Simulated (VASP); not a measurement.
# B3Ir (P6_3/mmc) in VASP: notebook, part 2 of 3

VASP 6.6.1. The steps go on from the part before.

## 3. Single point, PBE

This run uses another cell than the first one, of 9.82 Å³/atom, 0.989 times its volume.

INCAR

```
PREC = Accurate
ENCUT = 520
EDIFF = 1E-6
ISMEAR = 0
SIGMA = 0.1
LREAL = F
LASPH = T
NELM = 100
ALGO = Normal
ISIF = 2
LWAVE = F
LCHARG = F
GGA = PE
NBANDS = 28
```

KPOINTS

```
Automatic mesh
0
Gamma
  12 12 8
```

POSCAR

```
B3Ir
1.0
    4.3075827296      0.0000000000      0.0000000000
   -2.1537913648      3.7304760728      0.0000000000
    0.0000000000      0.0000000000      4.8912285160
B Ir
6 2
Direct
    0.7978645054      0.5957290107      0.2500000000
    0.2021354946      0.7978645054      0.7500000000
    0.4042709893      0.2021354946      0.2500000000
    0.2021354946      0.4042709893      0.7500000000
    0.7978645054      0.2021354946      0.2500000000
    0.5957290107      0.7978645054      0.7500000000
    0.3333333333      0.6666666667      0.2500000000
    0.6666666667      0.3333333333      0.7500000000
```

Potentials or basis: VASP PAW PBE potentials, release 64 (B, Ir).

Command:

```
> cat potpaw_PBE.64/B/POTCAR potpaw_PBE.64/Ir/POTCAR > POTCAR
> mpirun -np 1 vasp_std > vasp.out
```

OUTCAR:

```text
PREC = Accurate
   ENCUT = 520
   EDIFF = 1E-6
   ISMEAR = 0
   LREAL = F
   LASPH = T
   NELM = 100
   ISIF = 2
   GGA = PE

 ion  position               nearest neighbor table
   1  0.798  0.596  0.250-   3 1.70   5 1.70   7 2.17   7 2.17   8 2.63   8 2.63
   2  0.202  0.798  0.750-   6 1.70   4 1.70   8 2.17   8 2.17   7 2.63   7 2.63
   3  0.404  0.202  0.250-   5 1.70   1 1.70   7 2.17   7 2.17   8 2.63   8 2.63
   4  0.202  0.404  0.750-   2 1.70   6 1.70   8 2.17   8 2.17   7 2.63   7 2.63
   5  0.798  0.202  0.250-   3 1.70   1 1.70   7 2.17   7 2.17   8 2.63   8 2.63
   6  0.596  0.798  0.750-   2 1.70   4 1.70   8 2.17   8 2.17   7 2.63   7 2.63
   7  0.333  0.667  0.250-   1 2.17   3 2.17   5 2.17   5 2.17   1 2.17   3 2.17   2 2.63   2 2.63
                             6 2.63   6 2.63   4 2.63   4 2.63
   8  0.667  0.333  0.750-   4 2.17   6 2.17   2 2.17   2 2.17   4 2.17   6 2.17   5 2.63   5 2.63
                             3 2.63   3 2.63   1 2.63   1 2.63

  LATTYP: Found a hexagonal cell.
 ALAT       =     4.3075827296
 C/A-ratio  =     1.1354926470

  Lattice vectors:

 A1 = (   4.3075827296,   0.0000000000,   0.0000000000)
 A2 = (  -2.1537913648,   3.7304760728,   0.0000000000)
 A3 = (   0.0000000000,   0.0000000000,   4.8912285160)

Analysis of symmetry for initial positions (statically):
=====================================================================
 Subroutine PRICEL returns:
 Original cell was already a primitive cell.

 Routine SETGRP: Setting up the symmetry group for a
 hexagonal supercell.

 Subroutine GETGRP returns: Found 24 space group operations
 (whereof 12 operations were pure point group operations)
 out of a pool of 24 trial point group operations.

The static configuration has the point symmetry D_3d.
 The point group associated with its full space group is D_6h.

Analysis of symmetry for dynamics (positions and initial velocities):
=====================================================================
[... 142 lines left out ...]
     AMIX     =   0.40;   BMIX     =  1.00
     AMIX_MAG =   1.60;   BMIX_MAG =  1.00
  volume/ion in A,a.u.               =       9.82        66.30
  Fermi-wavevector in a.u.,A,eV,Ry     =   1.261935  2.384712 21.667012  1.592480
  Thomas-Fermi vector in A             =   2.395369
   LORBIT       =      0    0 simple, 1 ext, 2 COOP (PROOUT), +10 PAW based schemes
   GGA     = PE    functional components
   LHFCALC =     F    Hartree Fock is set to
   AEXX    =    0.0000 exact exchange contribution
   IVDW    =     0    specifies the selected vdW correction
   LEPSILON=     F    determine dielectric tensor
   LRPA    =     F    only Hartree local field effects (RPA)
 non-spin polarized calculation
 Gauss-broadening in eV      SIGMA  =   0.10
  energy-cutoff  :      520.00
  volume of cell :       78.60
 maximum number of plane-waves:      2134
   NGX = 17   NGY = 17   NGZ = 19

 number of electron      35.9999998 magnetization

 Free energy of the ion-electron system (eV)
  ---------------------------------------------------
  ext. energy  EPLUGINS =         0.00000000
  ---------------------------------------------------
  free energy    TOTEN  =       -53.79509844 eV

  energy without entropy =      -53.78936812  energy(sigma->0) =      -53.79223328

 E-fermi :   6.8699     XC(G=0): -12.1493

 val. band max:        6.8579522891   @ k =   0.4167   0.1667   0.2500
 cond. band min:       6.8757228951   @ k =   0.1667   0.0833   0.0000
 fundamental gap:      0.0177706060
 Fermi energy:         6.8699198490

 k-point     1 :       0.0000    0.0000    0.0000
  band No.  band energies     occupation
      1      -7.0380      2.00000
      2      -4.7828      2.00000
      3       0.2482      2.00000
      4       0.2482      2.00000
      5       0.5534      2.00000
      6       0.5534      2.00000
[... 733 lines left out ...]
     27      12.6657      0.00000
     28      13.3118      0.00000

 [... further k-points ...]
[... 5 lines left out ...]
  --------------------------------------------------------------------------------------
  -------------------------------------------------------------------------------------
  Total        0.3388900      0.3388900      0.1575495      0.0000000     -0.0000000      0.0000000
  in kB        6.9080185      6.9080185      3.2115289      0.0000000     -0.0000000      0.0000000
  external PRESSURE =       5.6758553 kB  Pullay stress =       0.0000000 kB

 VOLUME and BASIS-vectors are now :
 -----------------------------------------------------------------------------
  energy-cutoff  :      520.00
  volume of cell :       78.60
      direct lattice vectors                 reciprocal lattice vectors
     4.307582730  0.000000000  0.000000000     0.232148762  0.134031151  0.000000000
    -2.153791365  3.730476073  0.000000000     0.000000000  0.268062301  0.000000000
     0.000000000  0.000000000  4.891228516     0.000000000  0.000000000  0.204447614

 POSITION                                       TOTAL-FORCE (eV/Angst)
 -----------------------------------------------------------------------------------
      2.15379      2.22235      1.22281        -0.000000      0.017164      0.000000
     -0.84772      2.97641      3.66842        -0.014865      0.008582      0.000000
      1.30607      0.75406      1.22281        -0.014865     -0.008582     -0.000000
     -0.00000      1.50812      3.66842         0.000000     -0.017164     -0.000000
      3.00151      0.75406      1.22281         0.014865     -0.008582     -0.000000
      0.84772      2.97641      3.66842         0.014865      0.008582      0.000000
     -0.00000      2.48698      1.22281        -0.000000     -0.000000      0.000000
      2.15379      1.24349      3.66842         0.000000     -0.000000      0.000000
 -----------------------------------------------------------------------------------
    total drift:                               -0.000000      0.000000      0.000000

  FREE ENERGIE OF THE ION-ELECTRON SYSTEM (eV)
  ---------------------------------------------------
  free  energy   TOTEN  =       -53.7950984437 eV

  energy  without entropy=      -53.7893681214  energy(sigma->0) =      -53.79223328
```

OSZICAR:

```text
N       E                     dE             d eps       ncg     rms          rms(c)
DAV:   1     0.235243874752E+03    0.23524E+03   -0.15807E+04  5320   0.121E+03
DAV:   2    -0.394752370273E+02   -0.27472E+03   -0.25417E+03  5344   0.311E+02
DAV:   3    -0.599041922216E+02   -0.20429E+02   -0.19467E+02  6924   0.838E+01
DAV:   4    -0.606462422395E+02   -0.74205E+00   -0.73180E+00  7000   0.162E+01
DAV:   5    -0.606648418450E+02   -0.18600E-01   -0.18577E-01  6720   0.232E+00    0.343E+01
DAV:   6    -0.556089718734E+02    0.50559E+01   -0.30808E+01  7876   0.516E+01    0.109E+01
DAV:   7    -0.539809248076E+02    0.16280E+01   -0.77816E+00  7760   0.304E+01    0.673E+00
DAV:   8    -0.538134596999E+02    0.16747E+00   -0.41541E-01  6652   0.435E+00    0.225E+00
DAV:   9    -0.537975707235E+02    0.15889E-01   -0.97891E-02  7560   0.246E+00    0.341E-01
DAV:  10    -0.537952693678E+02    0.23014E-02   -0.17336E-02  6956   0.101E+00    0.113E-01
DAV:  11    -0.537950893943E+02    0.17997E-03   -0.12523E-03  6932   0.362E-01    0.636E-02
DAV:  12    -0.537950974992E+02   -0.81049E-05   -0.77196E-05  6132   0.536E-02    0.116E-02
DAV:  13    -0.537950984437E+02   -0.94445E-06   -0.33233E-06  5448   0.119E-02
   1 F= -.53795098E+02 E0= -.53792233E+02  d E =-.573032E-02
```

Wall time 2.1 min (1 thread of Intel Xeon Platinum 8488C (Sapphire Rapids), shared host); peak memory 0.3 GiB.

Results:

| Property | Result |
| --- | --- |
| Free energy | -53.7951 eV |
| Pressure | 0.6 GPa |
| Largest force | 0.017 eV/Å |
| Band gap on the k mesh | zero (band 18 reaches 7.16 eV, above the bottom of band 19 at 6.60 eV) |

Forces on the atoms (eV/Å):
```
B    0.000  0.017  0.000
B   -0.015  0.009  0.000
B   -0.015 -0.009  0.000
B    0.000 -0.017  0.000
B    0.015 -0.009  0.000
B    0.015  0.009  0.000
Ir   0.000  0.000  0.000
Ir   0.000  0.000  0.000
```

Caveat: spin-orbit coupling is left out, which moves the levels of the heavy elements.

## 4. Relaxation of cell and atoms, PBE

This run uses another cell than the first one, of 8.33 Å³/atom, 0.838 times its volume.

INCAR

```
PREC = Accurate
ENCUT = 600
EDIFF = 1E-6
ISMEAR = 0
SIGMA = 0.1
LREAL = False
LASPH = True
NELM = 60
ALGO = Normal
ISIF = 3
LWAVE = False
LCHARG = False
GGA = PE
IBRION = 2
NSW = 90
EDIFFG = -0.04
```

KPOINTS

```
Automatic mesh
0
Gamma
  6 6 6
```

POSCAR

```
B3Ir
1.0
    4.5762672315      0.0000000000      0.0000000000
   -2.2881336157      3.9631636770      0.0000000000
    0.0000000000      0.0000000000      3.6731605361
B Ir
6 2
Direct
    0.8330000000      0.6660000000      0.2500000000
    0.1670000000      0.8330000000      0.7500000000
    0.3340000000      0.1670000000      0.2500000000
    0.1670000000      0.3340000000      0.7500000000
    0.8330000000      0.1670000000      0.2500000000
    0.6660000000      0.8330000000      0.7500000000
    0.3333333333      0.6666666667      0.2500000000
    0.6666666667      0.3333333333      0.7500000000
```

Potentials or basis: VASP PAW PBE potentials, release 64 (B, Ir).

Command:

```
> cat potpaw_PBE.64/B/POTCAR potpaw_PBE.64/Ir/POTCAR > POTCAR
> mpirun -np 1 vasp_std > vasp.out
```

OUTCAR:

```text
PREC = Accurate
   ENCUT = 600
   EDIFF = 1E-6
   ISMEAR = 0
   LREAL = False
   LASPH = True
   NELM = 60
   ISIF = 3
   GGA = PE
   IBRION = 2
   NSW = 90
   EDIFFG = -0.04

 ion  position               nearest neighbor table
   1  0.833  0.666  0.250-   8 2.26   8 2.26   7 2.29   7 2.29
   2  0.167  0.833  0.750-   7 2.26   7 2.26   8 2.29   8 2.29
   3  0.334  0.167  0.250-   8 2.26   8 2.26   7 2.29   7 2.29
   4  0.167  0.334  0.750-   7 2.26   7 2.26   8 2.29   8 2.29
   5  0.833  0.167  0.250-   8 2.26   8 2.26   7 2.29   7 2.29
   6  0.666  0.833  0.750-   7 2.26   7 2.26   8 2.29   8 2.29
   7  0.333  0.667  0.250-   2 2.26   2 2.26   4 2.26   4 2.26   6 2.26   6 2.26   3 2.29   1 2.29
                             5 2.29   5 2.29   3 2.29   1 2.29   8 3.22   8 3.22   8 3.22   8 3.22
   8  0.667  0.333  0.750-   5 2.26   5 2.26   1 2.26   1 2.26   3 2.26   3 2.26   6 2.29   4 2.29
                             2 2.29   2 2.29   6 2.29   4 2.29   7 3.22   7 3.22   7 3.22   7 3.22

[... 960 lines left out ...]

 number of electron      35.9999996 magnetization

------------------------ aborting loop because EDIFF is reached ----------------------------------------
[... 79 lines left out ...]
--------------------------------------- Ionic step       51  -------------------------------------------

 number of electron      35.9999996 magnetization

 Free energy of the ion-electron system (eV)
  ---------------------------------------------------
  ext. energy  EPLUGINS =         0.00000000
  ---------------------------------------------------
  free energy    TOTEN  =       -53.77162381 eV

  energy without entropy =      -53.76210064  energy(sigma->0) =      -53.76686222

 E-fermi :   6.7447     XC(G=0): -12.1251

 val. band max:        6.7246585420   @ k =   0.1667   0.1667   0.0000
 cond. band min:       6.7678749914   @ k =   0.3333   0.3333   0.3333
 fundamental gap:      0.0432164495
 Fermi energy:         6.7446674605

 k-point     1 :       0.0000    0.0000    0.0000
  band No.  band energies     occupation
      1      -7.0421      2.00000
      2      -4.8108      2.00000
      3       0.2277      2.00000
      4       0.2277      2.00000
      5       0.5166      2.00000
      6       0.5166      2.00000
[... 650 lines left out ...]
  FREE ENERGIE OF THE ION-ELECTRON SYSTEM (eV)
  ---------------------------------------------------
  free  energy   TOTEN  =       -53.7716238081 eV

  energy  without entropy=      -53.7621006395  energy(sigma->0) =      -53.76686222

 reached required accuracy - stopping structural energy minimisation
```

CONTCAR:

```text
B3Ir
   1.00000000000000
     4.3043391161285109   -0.0000000000039967   -0.0000000000000000
    -2.1521695580206877    3.7276670210841520    0.0000000000000000
     0.0000000000000001    0.0000000000000001    4.9210291675962399
  B               Ir
     6     2
Direct
     0.7982368121476860    0.5964736242953443    0.2500000000000000
     0.2017631878523351    0.7982368121476578    0.7500000000000000
     0.4035263757046489    0.2017631878523137    0.2500000000000000
     0.2017631878523137    0.4035263757046558    0.7500000000000000
     0.7982368121476648    0.2017631878523421    0.2500000000000000
     0.5964736242953511    0.7982368121476862    0.7500000000000000
     0.3333333332999970    0.6666666667000030    0.2500000000000000
     0.6666666667000030    0.3333333332999970    0.7500000000000000

  0.00000000E+00  0.00000000E+00  0.00000000E+00
  0.00000000E+00  0.00000000E+00  0.00000000E+00
  0.00000000E+00  0.00000000E+00  0.00000000E+00
  0.00000000E+00  0.00000000E+00  0.00000000E+00
  0.00000000E+00  0.00000000E+00  0.00000000E+00
  0.00000000E+00  0.00000000E+00  0.00000000E+00
  0.00000000E+00  0.00000000E+00  0.00000000E+00
  0.00000000E+00  0.00000000E+00  0.00000000E+00
```

Run time: 38 min. Hardware: 1 thread of Intel Xeon Platinum 8488C (Sapphire Rapids), shared host; peak memory 0.25 GiB.

What came out:

```
Free energy                            : -53.7716 eV
Relaxed volume                         : 9.87 Å³/atom
Relaxed cell                           : a = 4.304 Å, b = 4.304 Å, c = 4.921 Å, α = 90.00°, β = 90.00°, γ = 120.00°
Space group after relaxing (to 0.05 Å) : P6_3/mmc (No. 194)
Energy gained by relaxing              : 512.3 meV/atom
Ionic steps                            : 51
Pressure after relaxing                : 0.3 GPa
Largest force after relaxing           : 0.006 eV/Å
Band gap on the k mesh                 : zero (band 18 reaches 7.06 eV, above the bottom of band 19 at 6.57 eV)
```

Forces in eV/Å, atoms in the order of the input:
```
B    0.000 -0.006  0.000
B    0.005 -0.003  0.000
B    0.005  0.003  0.000
B    0.000  0.006  0.000
B   -0.005  0.003  0.000
B   -0.005 -0.003  0.000
Ir   0.000  0.000  0.000
Ir   0.000  0.000  0.000
```

The path:
```tsv
step	energy change (eV)	largest force (eV/Å)	pressure (GPa)	volume (Å³)
1	0.0000	0.7517	7.59	66.62
3	-1.3679	0.6579	-15.32	73.22
5	-2.7201	1.6628	8.81	87.01
7	-2.9242	0.4156	0.37	85.08
9	-3.0161	0.0783	-4.98	88.56
11	-3.0644	0.0716	-3.07	88.46
13	-2.9793	0.1715	18.33	88.16
15	-3.1686	0.1833	7.69	88.42
17	-3.2291	0.1450	9.47	90.67
19	-3.3501	0.0786	-0.77	96.36
21	-3.3510	0.0804	0.18	95.77
23	-3.3554	0.0887	-0.29	95.37
25	-3.3559	0.0933	-0.55	95.15
27	-3.3582	0.0960	0.65	94.38
29	-3.3624	0.1050	0.42	94.09
31	-3.3729	0.1684	-0.27	92.79
33	-3.7736	0.2667	1.95	87.28
35	-3.8183	0.0285	2.95	86.67
37	-3.8405	0.4240	4.33	85.79
39	-3.9005	0.0746	-2.27	87.09
41	-3.9471	0.1706	-1.57	85.56
43	-4.0425	0.4602	3.61	78.60
45	-4.0657	0.3720	1.67	79.76
47	-4.0951	0.1729	-0.38	78.99
49	-4.0976	0.0360	0.55	78.81
51	-4.0982	0.0059	0.28	78.96
```

Final structure:
```
B Ir
1.0
     4.30434    0.00000    0.00000
    -2.15217    3.72767    0.00000
     0.00000    0.00000    4.92103
B Ir
6 2
Direct
  0.79824 0.59647 0.25000
  0.20176 0.79824 0.75000
  0.40353 0.20176 0.25000
  0.20176 0.40353 0.75000
  0.79824 0.20176 0.25000
  0.59647 0.79824 0.75000
  0.33333 0.66667 0.25000
  0.66667 0.33333 0.75000
```

Levels at points of the mesh, in eV from the Fermi level:
```tsv
k point	band 16	band 17	band 18	band 19	band 20	band 21
(0.00, 0.00, 0.00)	-1.71	-1.67	-1.67	0.12	0.21	3.95
(0.50, 0.00, 0.00)	-0.70	-0.43	-0.25	-0.18	0.04	2.89
(0.00, 0.00, 0.50)	-1.61	-1.61	-1.61	3.06	3.06	3.95
(0.50, 0.00, 0.50)	-1.03	-0.83	-0.83	3.33	3.33	4.14
```

Caveat: the volume moved by over 15 % at a fixed basis, so the end points are rough; spin-orbit coupling is left out, which moves the levels of the heavy elements.

## 5. Relaxation of cell and atoms, PBE

INCAR

```
ALGO = Normal ; EDIFF = 1E-7
EDIFFG = -0.01 ; ENCUT = 600
GGA = PE ; IBRION = 2
ISIF = 3 ; ISMEAR = 0
LASPH = T ; LCHARG = F
LREAL = F ; LWAVE = F
NELM = 80 ; NSW = 100
PREC = Accurate ; SIGMA = 0.1
```

KPOINTS

```
k-points
0
Gamma
  12 12 8
```

POSCAR

```
B3Ir
1.0
    4.2935228034      0.0000000000      0.0000000000
   -2.1467614017      3.7182998195      0.0000000000
    0.0000000000      0.0000000000      4.9786788809
B Ir
6 2
Direct
    0.7985952840      0.5971905679      0.2500000000
    0.2014047160      0.7985952840      0.7500000000
    0.4028094321      0.2014047160      0.2500000000
    0.2014047160      0.4028094321      0.7500000000
    0.7985952840      0.2014047160      0.2500000000
    0.5971905679      0.7985952840      0.7500000000
    0.3333333333      0.6666666667      0.2500000000
    0.6666666667      0.3333333333      0.7500000000
```

Command:

```
> cat potpaw_PBE.64/B/POTCAR potpaw_PBE.64/Ir/POTCAR > POTCAR
> mpirun -np 1 vasp_std > vasp.out
```

Run time: 12 min. Hardware: 1 thread of Intel Xeon Platinum 8488C (Sapphire Rapids), shared host; peak memory 0.35 GiB.

The run converged. Its results:

```yaml
Free_energy: -53.8003 eV
Relaxed_volume: 9.86 Å³/atom
Relaxed_cell: a = 4.310 Å, b = 4.310 Å, c = 4.903 Å, α = 90.00°, β = 90.00°, γ = 120.00°
Space_group_after_relaxing_to_0.05_Å: P6_3/mmc (No. 194)
Energy_gained_by_relaxing: 0.4 meV/atom
Ionic_steps: 7
Pressure_after_relaxing: -0.1 GPa
Largest_force_after_relaxing: 0.007 eV/Å
Band_gap_on_the_k_mesh: zero (band 18 reaches 7.12 eV, above the bottom of band 19 at 6.55 eV)
```

Forces in eV/Å, atoms in the order of the input:
```
B    0.000 -0.007  0.000
B    0.006 -0.003  0.000
B    0.006  0.003  0.000
B    0.000  0.007  0.000
B   -0.006  0.003  0.000
B   -0.006 -0.003  0.000
Ir   0.000  0.000  0.000
Ir   0.000  0.000  0.000
```

Stress tensor (GPa, compression positive):
```
-0.14  0.00  0.00
 0.00 -0.14  0.00
 0.00  0.00  0.01
```

The path:
```csv
step,energy change (eV),largest force (eV/Å),pressure (GPa),volume (Å³)
1,0.0000,0.0320,0.45,79.48
2,-0.0006,0.0574,-0.98,79.80
3,-0.0009,0.0477,-0.44,79.68
4,-0.0019,0.0239,-0.23,79.56
5,-0.0019,0.0459,-0.17,79.52
6,-0.0029,0.0280,-0.15,79.30
7,-0.0035,0.0068,-0.09,78.88
```

Final structure:
```cif
data_structure
_symmetry_space_group_name_H-M 'P 1'
_symmetry_Int_Tables_number 1
_cell_length_a 4.3102
_cell_length_b 4.3102
_cell_length_c 4.9026
_cell_angle_alpha 90.000
_cell_angle_beta 90.000
_cell_angle_gamma 120.000
_cell_volume 78.88
loop_
_atom_site_label
_atom_site_type_symbol
_atom_site_fract_x
_atom_site_fract_y
_atom_site_fract_z
_atom_site_occupancy
B1 B 0.79790 0.59580 0.25000 1
B2 B 0.20210 0.79790 0.75000 1
B3 B 0.40420 0.20210 0.25000 1
B4 B 0.20210 0.40420 0.75000 1
B5 B 0.79790 0.20210 0.25000 1
B6 B 0.59580 0.79790 0.75000 1
Ir1 Ir 0.33333 0.66667 0.25000 1
Ir2 Ir 0.66667 0.33333 0.75000 1
```

Levels at points of the mesh, in eV from the Fermi level:
```csv
k point,band 14,band 15,band 16,band 17,band 18,band 19,band 20,band 21,band 22,band 23
"(0.00, 0.00, 0.00)",-1.84,-1.77,-1.77,-1.73,-1.73,0.04,0.16,3.90,3.90,4.05
"(0.50, 0.00, 0.00)",-1.30,-1.24,-0.79,-0.51,-0.30,-0.27,-0.07,2.85,3.63,4.39
"(0.00, 0.00, 0.50)",-2.82,-1.68,-1.68,-1.68,-1.68,3.03,3.03,3.87,3.87,3.87
"(0.50, 0.00, 0.50)",-1.83,-1.09,-1.09,-0.92,-0.92,3.28,3.28,3.84,3.84,4.06
```

Caveat: spin-orbit coupling is left out, which moves the levels of the heavy elements.

(Part 2 of 3 ends here.)
